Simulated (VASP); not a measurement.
Crystal: BaAu2.

```
Ba Au
1.0
     4.80400    0.00000    0.00000
    -2.40200    4.16039    0.00000
     0.00000    0.00000    4.11900
Ba Au
1 2
Direct
  0.00000 0.00000 0.00000
  0.33333 0.66667 0.50000
  0.66667 0.33333 0.50000
```

| Property | Result |
| --- | --- |
| Program | VASP 6.6.1 |
| Task | relaxation of cell and atoms |
| Functional | LDA |
| Potentials or basis | VASP PAW LDA potentials, release 64 (Ba_sv, Au_sv_GW) |
| Cutoff | 500 eV |
| k mesh | 5 × 5 × 5 |
| Occupations | gaussian, width 0.05 eV |
| Spin | no spin polarisation |

At the start: pressure -2.9 GPa; volume 27.44 Å³/atom.

How do energy, volume and symmetry change on relaxing?

Over 7 steps the energy falls by 10.8 meV/atom and the volume is 26.20 Å³/atom (-4.5 %); space group P6/mmm (No. 191, to 0.1 Å) before and after.

Step by step:
```
step  energy change (eV)  largest force (eV/Å)  pressure (GPa)  volume (Å³)
   1              0.0000                0.0000           -2.85        82.32
   2             -0.0104                0.0000            2.55        76.63
   3             -0.0303                0.0000           -0.06        79.10
   4             -0.0303                0.0000            0.00        79.04
   5             -0.0317                0.0000            0.02        78.87
   6             -0.0325                0.0000            0.04        78.63
   7             -0.0325                0.0000            0.04        78.59
```

Final structure:
```cif
data_structure
_symmetry_space_group_name_H-M 'P 1'
_symmetry_Int_Tables_number 1
_cell_length_a 4.7497
_cell_length_b 4.7497
_cell_length_c 4.0227
_cell_angle_alpha 90.000
_cell_angle_beta 90.000
_cell_angle_gamma 120.000
_cell_volume 78.59
loop_
_atom_site_label
_atom_site_type_symbol
_atom_site_fract_x
_atom_site_fract_y
_atom_site_fract_z
_atom_site_occupancy
Ba1 Ba 0.00000 0.00000 0.00000 1
Au1 Au 0.33333 0.66667 0.50000 1
Au2 Au 0.66667 0.33333 0.50000 1
```
